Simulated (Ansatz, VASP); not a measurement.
Li2S: VASP beside Ansatz

INCAR

```
PREC = Accurate
ENCUT = 750
EDIFF = 1E-6
ISMEAR = 0
SIGMA = 0.01
LREAL = F
LASPH = T
NELM = 120
ALGO = Normal
ISIF = 2
LWAVE = F
LCHARG = F
GGA = PS
NBANDS = 13
GGA_COMPAT = F
```

The input KPOINTS:

```
Automatic mesh
0
Gamma
  6 6 6
```

The input POSCAR:

```
Li2S
1.0
    0.0000000000      2.8273105275      2.8131739749
    2.8273105275      0.0000000000      2.8131739749
    2.8273105275      2.8273105275      0.0000000000
Li S
2 1
Direct
    0.2500000000      0.2500000000      0.2500000000
    0.7500000000      0.7500000000      0.7500000000
    0.0000000000      0.0000000000      0.0000000000
```

Input for Ansatz:

```yaml
crystal:
  lattice:
    - [0.0, 2.8273105275, 2.81317397486]
    - [2.8273105275, 0.0, 2.81317397486]
    - [2.8273105275, 2.8273105275, 0.0]
  atoms:
    - { symbol: Li, position: [0.25, 0.25, 0.25] }
    - { symbol: Li, position: [0.75, 0.75, 0.75] }
    - { symbol: S, position: [0.0, 0.0, 0.0] }
kpoints:
  mp_grid: { grid: [6, 6, 6] }
scf:
  occupations: { method: fixed }
  convergence: { dr2_threshold: 1.0e-10 }
hamiltonian:
  xc: pbesol
  pseudopotentials: { kind: all_electron, lapw: { basis_error: 0.0005 } }
output:
  forces: true
  stress: true
  eigenstates:
    kpoints:
      - [0.0, 0.0, 0.0]
      - [0.0, -0.5, -0.5]
      - [-0.5, 0.0, -0.5]
      - [-0.5, -0.5, 0.0]
      - [-0.5, 0.0, 0.0]
      - [0.0, -0.5, 0.0]
      - [0.0, 0.0, -0.5]
      - [-0.5, -0.5, -0.5]
  eigenvalues: true
```

Change from the starting cell: z stretched by -0.5 %, x and y held.

Alike in both runs: task single point; functional PBEsol; k mesh 6 × 6 × 6; no spin polarisation.

|  | VASP | Ansatz |
| --- | --- | --- |
| version | VASP 6.6.1 | Ansatz 0.2.0 |
| potentials or method | VASP PAW PBE potentials, release 64 (Li_sv, S), cutoff 750 eV | all-electron LAPW, scalar-relativistic |
| occupations | gaussian, width 0.01 eV | fixed |

Ansatz gave:

* gap on the k mesh at the Fermi level (eV): 3.18
* pressure (GPa): 0.2
* traceless stress, the component that is largest in VASP (GPa): 0.22

**Question.** Estimate VASP's values.

**Answer.** gap on the k mesh at the Fermi level (eV): 3.17; pressure (GPa): 0.2; traceless stress, the component that is largest in VASP (GPa): 0.22.

VASP's potentials were made for PBE, not for PBEsol. Ansatz ran all-electron here, and VASP with PAW potentials.
